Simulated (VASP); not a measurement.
# C (P6_3/mmc) in VASP: notebook

Aim: see how the results for C move with the level of theory and the settings. Levels: PBE, HSE06. Tasks: single point.

All numbers are computed with VASP 6.6.1; they aren't measurements. Logs are shortened: lines on timing, memory, paths and dates and some standing lists are left out, and cuts for length are marked.

## Step 1: The cell of the first run

It takes space group P6_3/mmc (No. 194, hexagonal). The conventional cell has a = 2.503 Å, b = 2.503 Å, c = 4.169 Å, α = 90.00°, β = 90.00°, γ = 120.00°. C (site symmetry 3m) has 4 C at 1.54 to 1.56 Å within 2.0 Å.

## Step 2: Single point, PBE

The input, INCAR:

```
PREC     = Accurate       # precision mode
ENCUT    = 520            # plane-wave cutoff, eV
EDIFF    = 1E-6           # SCF threshold, eV
ISMEAR   = -1             # smearing method
SIGMA    = 0.02           # smearing width, eV
LREAL    = False          # projectors in reciprocal space
LASPH    = True           # aspherical terms in the spheres
NELM     = 100            # most SCF steps
ALGO     = Normal         # electronic algorithm
ISIF     = 2              # what is computed and relaxed
LWAVE    = False          # write WAVECAR
LCHARG   = False          # write CHGCAR
GGA      = PE             # functional
NBANDS   = 16             # bands
```

The input, KPOINTS:

```
regular mesh
0
Gamma
  12 12 6
```

The input, POSCAR:

```
C
1.0
    2.5031953733      0.0000000000      0.0000000000
   -1.2515976866      2.1678307839      0.0000000000
    0.0000000000      0.0000000000      4.1688692751
C
4
Direct
    0.3333333333      0.6666666667      0.0002313174
    0.6666666667      0.3333333333      0.5002313174
    0.3333333333      0.6666666667      0.3747686826
    0.6666666667      0.3333333333      0.8747686826
```

Potentials or basis: VASP PAW PBE potentials, release 64 (C).

Launch:

```bash
> cat potpaw_PBE.64/C/POTCAR > POTCAR
> mpirun -np 1 vasp_std > vasp.out
```

OUTCAR:

```text
PREC = Accurate
   ENCUT = 520
   EDIFF = 1E-6
   ISMEAR = -1
   LREAL = False
   LASPH = True
   NELM = 100
   ISIF = 2
   GGA = PE

 ion  position               nearest neighbor table
   1  0.333  0.667  0.000-   4 1.54   4 1.54   4 1.54   3 1.56
   2  0.667  0.333  0.500-   3 1.54   3 1.54   3 1.54   4 1.56
   3  0.333  0.667  0.375-   2 1.54   2 1.54   2 1.54   1 1.56
   4  0.667  0.333  0.875-   1 1.54   1 1.54   1 1.54   2 1.56

  LATTYP: Found a hexagonal cell.
 ALAT       =     2.5031953733
 C/A-ratio  =     1.6654190558

  Lattice vectors:

 A1 = (   2.5031953733,   0.0000000000,   0.0000000000)
 A2 = (  -1.2515976866,   2.1678307839,   0.0000000000)
 A3 = (   0.0000000000,   0.0000000000,   4.1688692751)

Analysis of symmetry for initial positions (statically):
=====================================================================
 Subroutine PRICEL returns:
 Original cell was already a primitive cell.

 Routine SETGRP: Setting up the symmetry group for a
 hexagonal supercell.

 Subroutine GETGRP returns: Found 24 space group operations
 (whereof  6 operations were pure point group operations)
 out of a pool of 24 trial point group operations.

The static configuration has the point symmetry C_3v.
 The point group associated with its full space group is D_6h.

Analysis of symmetry for dynamics (positions and initial velocities):
=====================================================================
 Subroutine PRICEL returns:
 Original cell was already a primitive cell.

 Routine SETGRP: Setting up the symmetry group for a
 hexagonal supercell.

 Subroutine GETGRP returns: Found 24 space group operations
 (whereof  6 operations were pure point group operations)
 out of a pool of 24 trial point group operations.

The dynamic configuration has the point symmetry C_3v.
 The point group associated with its full space group is D_6h.

 Subroutine INISYM returns: Found 24 space group operations
 (whereof  6 operations are pure point group operations),
 and found     1 'primitive' translations

----------------------------------------------------------------------------------------

                                     Primitive cell

  volume of cell :      22.6224

[... 85 lines left out ...]
   ICHARG =      2    charge: 1-file 2-atom 10-const
   ISPIN  =      1    spin polarized calculation?
   LNONCOLLINEAR =      F non collinear calculations
   LSORBIT =      F    spin-orbit coupling
   LASPH  =      T    aspherical Exc in radial PAW
   ENCUT  =  520.0 eV  38.22 Ry    6.18 a.u.   4.65  4.65  7.75*2*pi/ulx,y,z
   NELM   =    100;   NELMIN=  2; NELMDL= -5     # of ELM steps
   EDIFF  = 0.1E-05   stopping-criterion for ELM
   LREAL  =      F    real-space projection
   EDIFFG = 0.1E-04   stopping-criterion for IOM
   NSW    =      0    number of steps for IOM
[... 5 lines left out ...]
   TEBEG  =    0.0;   TEEND  =   0.0 temperature during run
   PSTRESS=    0.0 pullay stress
   NELECT =      16.0000    total number of electrons
   NUPDOWN=      -1.0000    fix difference up-down
   EMIN   =  10.00;   EMAX   =-10.00  energy-range for DOS
   EFERMI =   0.00;   METHOD = LEGACY
   ISMEAR =    -1;   SIGMA  =   0.02  broadening in eV -4-tet -1-fermi 0-gaus
   EFERMI_NEDOS =   21; number of points for ismear=-14 and -15
   IALGO  =     38    algorithm
   IMIX   =      4    mixing-type and parameters
     AMIX     =   0.40;   BMIX     =  1.00
     AMIX_MAG =   1.60;   BMIX_MAG =  1.00
  volume/ion in A,a.u.               =       5.66        38.17
  Fermi-wavevector in a.u.,A,eV,Ry     =   1.458597  2.756349 28.946471  2.127506
  Thomas-Fermi vector in A             =   2.575263
   LORBIT       =      0    0 simple, 1 ext, 2 COOP (PROOUT), +10 PAW based schemes
   GGA     = PE    functional components
   LHFCALC =     F    Hartree Fock is set to
   AEXX    =    0.0000 exact exchange contribution
   IVDW    =     0    specifies the selected vdW correction
   LEPSILON=     F    determine dielectric tensor
   LRPA    =     F    only Hartree local field effects (RPA)
 non-spin polarized calculation
  energy-cutoff  :      520.00
  volume of cell :       22.62
 maximum number of plane-waves:       622
 NGX is ok and might be reduce to    20
   NGX =  9   NGY =  9   NGZ = 15

 number of electron      16.0000000 magnetization

 Free energy of the ion-electron system (eV)
  ---------------------------------------------------
  ext. energy  EPLUGINS =         0.00000000
  ---------------------------------------------------
  free energy    TOTEN  =       -36.26914991 eV

  energy without entropy =      -36.26914991  energy(sigma->0) =      -36.26914991

 E-fermi :  10.5190     XC(G=0): -13.2601

 val. band max:       10.0589934410   @ k =   0.0000   0.0000   0.0000
 cond. band min:      13.3692598795   @ k =   0.3333   0.3333   0.0000
 fundamental gap:      3.3102664385
 Fermi energy:        10.5189634038

 k-point     1 :       0.0000    0.0000    0.0000
  band No.  band energies     occupation
      1     -11.7670      2.00000
      2      -6.1850      2.00000
      3      -3.6571      2.00000
      4       6.9750      2.00000
      5       6.9750      2.00000
      6       9.5813      2.00000
[... 433 lines left out ...]
      3      -1.0993      2.00000
      4       0.5405      2.00000
      5       2.7734      2.00000
      6       4.3673      2.00000
[... 8 lines left out ...]
     15      24.5670      0.00000
     16      27.0746      0.00000

 [... further k-points ...]

------------------------ aborting loop because EDIFF is reached ----------------------------------------

  FORCE on cell =-STRESS in cart. coord.  units (eV):
  Direction    XX          YY          ZZ          XY          YZ          ZX
  --------------------------------------------------------------------------------------
  -------------------------------------------------------------------------------------
  Total        0.7223914      0.7223914      0.6061906      0.0000000     -0.0000000      0.0000000
  in kB       51.1616767     51.1616767     42.9320263      0.0000000     -0.0000000      0.0000000
  external PRESSURE =      48.4184599 kB  Pullay stress =       0.0000000 kB

 VOLUME and BASIS-vectors are now :
 -----------------------------------------------------------------------------
  energy-cutoff  :      520.00
  volume of cell :       22.62
      direct lattice vectors                 reciprocal lattice vectors
     2.503195373  0.000000000  0.000000000     0.399489393  0.230645309  0.000000000
    -1.251597687  2.167830784  0.000000000     0.000000000  0.461290617  0.000000000
     0.000000000  0.000000000  4.168869275     0.000000000  0.000000000  0.239873197

 POSITION                                       TOTAL-FORCE (eV/Angst)
 -----------------------------------------------------------------------------------
     -0.00000      1.44522      0.00096         0.000000     -0.000000      0.016090
      1.25160      0.72261      2.08540        -0.000000     -0.000000      0.016090
     -0.00000      1.44522      1.56236         0.000000     -0.000000     -0.016090
      1.25160      0.72261      3.64680        -0.000000      0.000000     -0.016090
 -----------------------------------------------------------------------------------
    total drift:                               -0.000000      0.000000      0.000000

  FREE ENERGIE OF THE ION-ELECTRON SYSTEM (eV)
  ---------------------------------------------------
  free  energy   TOTEN  =       -36.2691499132 eV

  energy  without entropy=      -36.2691499132  energy(sigma->0) =      -36.26914991
```

OSZICAR:

```text
N       E                     dE             d eps       ncg     rms          rms(c)
DAV:   1     0.207464093908E+02    0.20746E+02   -0.83010E+03  2432   0.972E+02
DAV:   2    -0.357467228174E+02   -0.56493E+02   -0.51981E+02  3480   0.186E+02
DAV:   3    -0.375633174803E+02   -0.18166E+01   -0.18103E+01  3024   0.282E+01
DAV:   4    -0.375703108573E+02   -0.69934E-02   -0.69924E-02  3024   0.216E+00
DAV:   5    -0.375703450210E+02   -0.34164E-04   -0.34163E-04  3008   0.135E-01    0.788E+00
DAV:   6    -0.365959521238E+02    0.97439E+00   -0.59575E-01  2776   0.488E+00    0.471E+00
DAV:   7    -0.362662758053E+02    0.32968E+00   -0.68940E-01  3096   0.544E+00    0.105E+00
DAV:   8    -0.362690173951E+02   -0.27416E-02   -0.13840E-02  2704   0.776E-01    0.610E-02
DAV:   9    -0.362691100872E+02   -0.92692E-04   -0.17072E-04  3184   0.985E-02    0.302E-02
DAV:  10    -0.362691499923E+02   -0.39905E-04   -0.33382E-05  2728   0.471E-02    0.854E-03
DAV:  11    -0.362691499132E+02    0.79097E-07   -0.49986E-07  2600   0.590E-03
   1 F= -.36269150E+02 E0= -.36269150E+02  d E =-.228367E-12
```

Run time: 12 s. Hardware: 1 thread of Intel Xeon 6975P-C (Granite Rapids), shared host; peak memory 0.14 GiB.

Results:

- Free energy: -36.2691 eV
- Pressure: 4.8 GPa
- Largest force: 0.016 eV/Å
- Band gap on the k mesh: 3.31 eV (least direct gap 4.99 eV)

Forces in eV/Å, atoms in the order of the input:
```
C    0.000  0.000  0.016
C    0.000  0.000  0.016
C    0.000  0.000 -0.016
C    0.000  0.000 -0.016
```

Caveat: the cell stands under pressure. A k mesh can miss the band edges.

## Step 3: Single point, HSE06 (strain +1.5%)

The input, POSCAR:

```
C
1.0
    2.5407433039      0.0000000000      0.0000000000
   -1.2703716519      2.2003482457      0.0000000000
    0.0000000000      0.0000000000      4.2314023143
C
4
Direct
    0.3333333333      0.6666666667      0.0000527189
    0.6666666667      0.3333333333      0.5000527189
    0.3333333333      0.6666666667      0.3749472811
    0.6666666667      0.3333333333      0.8749472811
```

The input, INCAR.step1:

```
SYSTEM = C
PREC = Accurate
ENCUT = 520
EDIFF = 1E-5
ISMEAR = 0
SIGMA = 0.01
LREAL = .False.
LASPH = .True.
NELM = 100
ALGO = Normal
ISIF = 2
LWAVE = .True.
LCHARG = .False.
NBANDS = 16
GGA = PE
```

The input, INCAR.step2:

```
SYSTEM = C
PREC = Accurate
ENCUT = 520
EDIFF = 1E-6
ISMEAR = 0
SIGMA = 0.01
LREAL = .False.
LASPH = .True.
NELM = 100
ALGO = Normal
ISIF = 2
LWAVE = .False.
LCHARG = .False.
GGA = PE
LHFCALC = .True.
HFSCREEN = 0.2079
PRECFOCK = Normal
NBANDS = 16
ISTART = 1
```

The input, KPOINTS:

```
Automatic mesh
0
Gamma
  9 9 4
  0 0 0
```

Potentials or basis: VASP PAW PBE potentials, release 64 (C).

Launch:

```bash
> cat potpaw_PBE.64/C/POTCAR > POTCAR
> cp INCAR.step1 INCAR
> mpirun -np 1 vasp_std > vasp.out
> cp INCAR.step2 INCAR
> mpirun -np 1 vasp_std > vasp.out
```

OUTCAR:

```text
SYSTEM = C
   PREC = Accurate
   ENCUT = 520
   EDIFF = 1E-6
   ISMEAR = 0
   LREAL = .False.
   LASPH = .True.
   NELM = 100
   ISIF = 2
   GGA = PE
   LHFCALC = .True.
   HFSCREEN = 0.2079
   PRECFOCK = Normal
   ISTART = 1

 ion  position               nearest neighbor table
   1  0.333  0.667  0.000-   4 1.56   4 1.56   4 1.56   3 1.59
   2  0.667  0.333  0.500-   3 1.56   3 1.56   3 1.56   4 1.59
   3  0.333  0.667  0.375-   2 1.56   2 1.56   2 1.56   1 1.59
   4  0.667  0.333  0.875-   1 1.56   1 1.56   1 1.56   2 1.59

  LATTYP: Found a hexagonal cell.
 ALAT       =     2.5407433039
 C/A-ratio  =     1.6654190558

  Lattice vectors:

 A1 = (   2.5407433039,   0.0000000000,   0.0000000000)
 A2 = (  -1.2703716519,   2.2003482457,   0.0000000000)
 A3 = (   0.0000000000,   0.0000000000,   4.2314023143)

Analysis of symmetry for initial positions (statically):
=====================================================================
 Subroutine PRICEL returns:
 Original cell was already a primitive cell.

 Routine SETGRP: Setting up the symmetry group for a
 hexagonal supercell.

 Subroutine GETGRP returns: Found 24 space group operations
 (whereof  6 operations were pure point group operations)
 out of a pool of 24 trial point group operations.

The static configuration has the point symmetry C_3v.
 The point group associated with its full space group is D_6h.

Analysis of symmetry for dynamics (positions and initial velocities):
=====================================================================
 Subroutine PRICEL returns:
 Original cell was already a primitive cell.

 Routine SETGRP: Setting up the symmetry group for a
 hexagonal supercell.

[... 133 lines left out ...]
   LORBIT       =      0    0 simple, 1 ext, 2 COOP (PROOUT), +10 PAW based schemes
   GGA     = PE    functional components
   LHFCALC =     T    Hartree Fock is set to
   PRECFOCK=normal    Normal, Fast or Accurate (Low or Medium for compatibility)
   ENCUT4O =  -1.0   cutoff for four orbital integrals eV
   NKREDX  =     1    reduce k-point grid by
   NKREDY  =     1    reduce k-point grid by
   NKREDZ  =     1    reduce k-point grid by
   AEXX    =    0.2500 exact exchange contribution
   HFSCREEN=    0.2079 screening length (either q_TF or 0.3 A-1)
   HFSCREENC=   0.2079 screening length for correlation (either q_TF or 0.3 A-1)
   ENCUTFOCK=  -1.0 apply spherical cutoff to Coloumb kernel
   IVDW    =     0    specifies the selected vdW correction
   LEPSILON=     F    determine dielectric tensor
   LRPA    =     F    only Hartree local field effects (RPA)
 non-spin polarized calculation
 Gauss-broadening in eV      SIGMA  =   0.01
  energy-cutoff  :      520.00
  volume of cell :       23.66
 maximum number of plane-waves:       652
 NGX is ok and might be reduce to    20
  NGX = 16; NGY = 16; NGZ = 24

 number of electron      16.0000001 magnetization

 Free energy of the ion-electron system (eV)
  ---------------------------------------------------
  ext. energy  EPLUGINS =         0.00000000
  ---------------------------------------------------
  free energy    TOTEN  =       -41.90381259 eV

  energy without entropy =      -41.90381259  energy(sigma->0) =      -41.90381259

 E-fermi :   8.9283     XC(G=0): -10.6574

 val. band max:        8.7918823089   @ k =   0.0000   0.0000   0.0000
 cond. band min:      13.3338975262   @ k =   0.3333   0.3333   0.0000
 fundamental gap:      4.5420152173
 Fermi energy:         8.9282917581

 k-point     1 :       0.0000    0.0000    0.0000
  band No.  band energies     occupation
      1     -14.4536      2.00000
      2      -8.7145      2.00000
      3      -5.6162      2.00000
      4       5.5900      2.00000
      5       5.5900      2.00000
      6       8.3885      2.00000
[... 433 lines left out ...]
      3      -3.2443      2.00000
      4      -3.2443      2.00000
      5      -2.3139      2.00000
      6       0.5596      2.00000
[... 8 lines left out ...]
     15      25.8046      0.00000
     16      25.8046      0.00000

 [... further k-points ...]

------------------------ aborting loop because EDIFF is reached ----------------------------------------

  FORCE on cell =-STRESS in cart. coord.  units (eV):
  Direction    XX          YY          ZZ          XY          YZ          ZX
  --------------------------------------------------------------------------------------
  -------------------------------------------------------------------------------------
  Total       -3.4055487     -3.4055487     -3.6191035     -0.0000000     -0.0000000     -0.0000000
  in kB     -230.6540824   -230.6540824   -245.1179136     -0.0000000     -0.0000000     -0.0000000
  external PRESSURE =    -235.4753595 kB  Pullay stress =       0.0000000 kB

 VOLUME and BASIS-vectors are now :
 -----------------------------------------------------------------------------
  energy-cutoff  :      520.00
  volume of cell :       23.66
      direct lattice vectors                 reciprocal lattice vectors
     2.540743304  0.000000000  0.000000000     0.393585609  0.227236757  0.000000000
    -1.270371652  2.200348246  0.000000000     0.000000000  0.454473514  0.000000000
     0.000000000  0.000000000  4.231402314     0.000000000  0.000000000  0.236328273

 POSITION                                       TOTAL-FORCE (eV/Angst)
 -----------------------------------------------------------------------------------
     -0.00000      1.46690      0.00022        -0.000000      0.000000      0.000408
      1.27037      0.73345      2.11592         0.000000     -0.000000      0.000408
     -0.00000      1.46690      1.58655         0.000000     -0.000000     -0.000408
      1.27037      0.73345      3.70225        -0.000000      0.000000     -0.000408
 -----------------------------------------------------------------------------------
    total drift:                                0.000000      0.000000      0.000000

  FREE ENERGIE OF THE ION-ELECTRON SYSTEM (eV)
  ---------------------------------------------------
  free  energy   TOTEN  =       -41.9038125864 eV

  energy  without entropy=      -41.9038125864  energy(sigma->0) =      -41.90381259
```

Run time: 26 min. Hardware: 1 thread of Intel Xeon 6975P-C (Granite Rapids), shared host; peak memory 0.24 GiB.

What came out:

```
Free energy            : -41.9038 eV
Pressure               : -23.5 GPa
Band gap on the k mesh : 4.54 eV (least direct gap 6.27 eV)
```

Caveat: the cell differs from its parent crystal (strain +1.5%); the cell stands under tension; the PAW data sets were made with another functional, which shifts forces and pressure a little. A k mesh can miss the band edges.

## Step 4: Single point, HSE06

The input, POSCAR:

```
C
1.0
    2.5031953733      0.0000000000      0.0000000000
   -1.2515976866      2.1678307839      0.0000000000
    0.0000000000      0.0000000000      4.1688692751
C
4
Direct
    0.3333333333      0.6666666667      0.0002313174
    0.6666666667      0.3333333333      0.5002313174
    0.3333333333      0.6666666667      0.3747686826
    0.6666666667      0.3333333333      0.8747686826
```

The input, INCAR.step1:

```
PREC = Accurate
ENCUT = 520
EDIFF = 1E-5
ISMEAR = 0
SIGMA = 0.01
LREAL = False
LASPH = True
NELM = 100
ALGO = Normal
ISIF = 2
LWAVE = True
NBANDS = 16
GGA = PE
```

The input, INCAR.step2:

```
PREC = Accurate
ENCUT = 520
EDIFF = 1E-6
ISMEAR = 0
SIGMA = 0.01
LREAL = False
LASPH = True
NELM = 100
ALGO = Normal
ISIF = 2
LWAVE = False
LCHARG = True
GGA = PE
LHFCALC = True
HFSCREEN = 0.2079
PRECFOCK = Normal
LELF = True
LVHAR = True
NBANDS = 16
ISTART = 1
```

The input, KPOINTS:

```
Automatic mesh
0
Gamma
  9 9 4
```

Launch:

```bash
> cat potpaw_PBE.64/C/POTCAR > POTCAR
> cp INCAR.step1 INCAR
> mpirun -np 1 vasp_std > vasp.out
> cp INCAR.step2 INCAR
> mpirun -np 1 vasp_std > vasp.out
```

It took 23 min on 1 thread of Intel Xeon 6975P-C (Granite Rapids), shared host; peak memory 0.24 GiB.

The run converged. Its results:

* Free energy: -41.9959 eV
* Pressure: -4.9 GPa
* Band gap on the k mesh: 4.37 eV (least direct gap 6.33 eV)

Stress tensor (GPa, compression positive):
```
-4.46  0.00  0.00
 0.00 -4.46  0.00
 0.00  0.00 -5.72
```

Levels at points of the mesh, in eV from the valence-band top:
| k point | band 6 | band 7 | band 8 | band 9 | band 10 | band 11 |
| --- | --- | --- | --- | --- | --- | --- |
| (0.00, 0.00, 0.00) | -0.48 | 0.00 | 0.00 | 6.33 | 6.33 | 6.71 |
| (0.00, 0.00, 0.50) | -2.00 | -2.00 | -2.00 | 8.77 | 8.77 | 8.77 |

Caveat: the cell stands under tension; the PAW data sets were made with another functional, which shifts forces and pressure a little. A k mesh can miss the band edges.

## Step 5: The runs side by side

| level | cell | k mesh | smearing | grid for exact exchange (PRECFOCK) | share of exact exchange | screening parameter | gap on the mesh (eV) | pressure (GPa) |
| --- | --- | --- | --- | --- | --- | --- | --- | --- |
| PBE | a = 2.503, b = 2.503, c = 4.169 Å, angles 90.0, 90.0, 120.0°, 4 atoms, atomic positions A | 12 × 12 × 6 | fermi-dirac 0.02 eV | - | - | - | 3.31 | 4.8 |
| HSE06 | a = 2.541, b = 2.541, c = 4.231 Å, angles 90.0, 90.0, 120.0°, 4 atoms, atomic positions B | 9 × 9 × 4 | gaussian 0.01 eV | Normal | 0.25 | 0.2079 1/Å | 4.54 | -23.5 |
| HSE06 | a = 2.503, b = 2.503, c = 4.169 Å, angles 90.0, 90.0, 120.0°, 4 atoms, atomic positions A | 9 × 9 × 4 | gaussian 0.01 eV | Normal | 0.25 | 0.2079 1/Å | 4.37 | -4.9 |

Alike in all rows: task single point; potentials or basis VASP PAW PBE potentials, release 64 (C); no spin polarisation; cutoff (eV) 520.

Caveats: the cell stands under tension (at least some runs); the PAW data sets were made with another functional, which shifts forces and pressure a little (at least some runs); the cell stands under pressure (at least some runs).

Absolute energies hang on the potentials; compare differences alone.
